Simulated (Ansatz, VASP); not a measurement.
Two plane-wave programs on MoS2

File INCAR:

```
  PREC = Accurate
  ENCUT = 520
  EDIFF = 1E-7
  ISMEAR = 0
  SIGMA = 0.05
  LREAL = False
  LASPH = True
  NELM = 100
  ALGO = Normal
  ISIF = 2
  LWAVE = False
  LCHARG = False
  GGA = PS
  NBANDS = 35
```

File KPOINTS:

```
Automatic mesh
0
Gamma
  12 12 2
```

The input POSCAR:

```
MoS2
1.0
    3.1414322073      0.0000000000      0.0000000000
   -1.5707161036      2.7205600958      0.0000000000
    0.0000000000      0.0000000000     12.5788196111
Mo S
2 4
Direct
    0.3102501576      0.6780376511      0.2460714000
    0.6008319964      0.2683886322      0.7354639448
    0.4666843477      0.7563719843      0.6568651963
    0.6555797290      0.1984319342      0.1416757869
    0.2812385947      0.6873077008      0.8263247993
    0.6854151746      0.4114620973      0.3935988727
```

Input for Ansatz:

```yaml
crystal:
  lattice:
    - [3.1414322073, 0.0, 0.0]
    - [-1.5707161036, 2.7205600958, 0.0]
    - [0.0, 0.0, 12.5788196111]
  atoms:
    - { symbol: Mo, position: [0.3102501576, 0.6780376511, 0.2460714] }
    - { symbol: Mo, position: [0.6008319964, 0.2683886322, 0.7354639448] }
    - { symbol: S, position: [0.4666843477, 0.7563719843, 0.6568651963] }
    - { symbol: S, position: [0.655579729, 0.1984319342, 0.1416757869] }
    - { symbol: S, position: [0.2812385947, 0.6873077008, 0.8263247993] }
    - { symbol: S, position: [0.6854151746, 0.4114620973, 0.3935988727] }
basis:
  ecutwfc: 420
kpoints:
  mp_grid: { grid: [12, 12, 2] }
hamiltonian:
  xc: pbesol
scf:
  occupations: { method: gaussian, width: 0.05 }
output:
  forces: true
  stress: true
  eigenvalues: true
  write_density: true
  write_potential: true
  elf: true
  volumetric_format: npy
```

Change from the starting cell: all atoms moved at random (sigma 0.3 Å a component).

Alike in both runs: task single point; functional PBEsol; k mesh 12 × 12 × 2; occupations gaussian, width 0.05 eV; no spin polarisation.

|  | VASP | Ansatz |
| --- | --- | --- |
| version | VASP 6.6.1 | Ansatz 0.2.0 |
| potentials or method | VASP PAW PBE potentials, release 64 (Mo_sv, S), cutoff 520 eV | scalar-relativistic, plane waves, PAW |
| valence electrons in the cell | 52 | 52 |

Ansatz gave:

* gap on the k mesh at the Fermi level (eV): none
* rms of the force components (eV/Å): 9.375

Estimate VASP's values.

gap on the k mesh at the Fermi level (eV): none; rms of the force components (eV/Å): 9.348.

VASP's potentials were made for PBE, not for PBEsol. Atom by atom the forces differ by 0.037 eV/Å (rms over components). A gap of «none» marks a metal or a gap that the smearing closes. The functional is the same, so the differences come from potentials, cutoffs and numerics.
